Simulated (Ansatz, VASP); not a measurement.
## Two plane-wave programs on BeAl2

The input INCAR:

```
  PREC = Accurate
  ENCUT = 600
  EDIFF = 1E-6
  ISMEAR = 0
  SIGMA = 0.1
  LREAL = False
  LASPH = True
  NELM = 60
  ALGO = Normal
  ISIF = 3
  LWAVE = False
  LCHARG = False
  GGA = PE
  IBRION = 2
  NSW = 100
  EDIFFG = -0.01
```

KPOINTS

```
Automatic mesh
0
Gamma
  10 10 10
```

Contents of POSCAR:

```
BeAl2
1.0
    0.0000000000      3.6358598122      3.6358598122
    3.6358598122      0.0000000000      3.6358598122
    3.6358598122      3.6358598122      0.0000000000
Be Al
2 4
Direct
    0.5000000000      0.5000000000      0.5000000000
    0.7500000000      0.7500000000      0.7500000000
    0.1250000000      0.1250000000      0.1250000000
    0.6250000000      0.1250000000      0.1250000000
    0.1250000000      0.1250000000      0.6250000000
    0.1250000000      0.6250000000      0.1250000000
```

Input for Ansatz:

```yaml
crystal:
  lattice:
    - [0.0, 3.6358598122, 3.6358598122]
    - [3.6358598122, 0.0, 3.6358598122]
    - [3.6358598122, 3.6358598122, 0.0]
  atoms:
    - { symbol: Be, position: [0.5, 0.5, 0.5] }
    - { symbol: Be, position: [0.75, 0.75, 0.75] }
    - { symbol: Al, position: [0.125, 0.125, 0.125] }
    - { symbol: Al, position: [0.625, 0.125, 0.125] }
    - { symbol: Al, position: [0.125, 0.125, 0.625] }
    - { symbol: Al, position: [0.125, 0.625, 0.125] }
basis:
  ecutwfc: 420
kpoints:
  mp_grid: { grid: [10, 10, 10] }
hamiltonian:
  xc: pbe
scf:
  occupations: { method: gaussian, width: 0.1 }
output:
  forces: true
  stress: true
  eigenvalues: true
relax:
  adjacent_minimum: "off"
  f_tol: 0.01
  max_steps: 80
  cell: { stress_tol: 0.05 }
```

Alike in both runs: task relaxation of cell and atoms; functional PBE; k mesh 10 × 10 × 10; occupations gaussian, width 0.1 eV; no spin polarisation.

|  | VASP | Ansatz |
| --- | --- | --- |
| version | VASP 6.6.1 | Ansatz 0.2.0 |
| potentials or method | VASP PAW PBE potentials, release 64 (Be, Al), cutoff 600 eV | scalar-relativistic, plane waves, PAW |
| valence electrons in the cell | 16 | 16 |

VASP gave:

```
gap on the k mesh at the Fermi level, each at its own relaxed structure (eV) : none
relaxed volume (Å³/atom)                                                     : 15.97
relaxed cell length with the largest relative difference (Å)                 : 5.136
```

Question: Estimate Ansatz's values.

Answer: gap on the k mesh at the Fermi level, each at its own relaxed structure (eV): none; relaxed volume (Å³/atom): 15.98; relaxed cell length with the largest relative difference (Å): 5.137.

A gap of «none» marks a metal or a gap that the smearing closes.
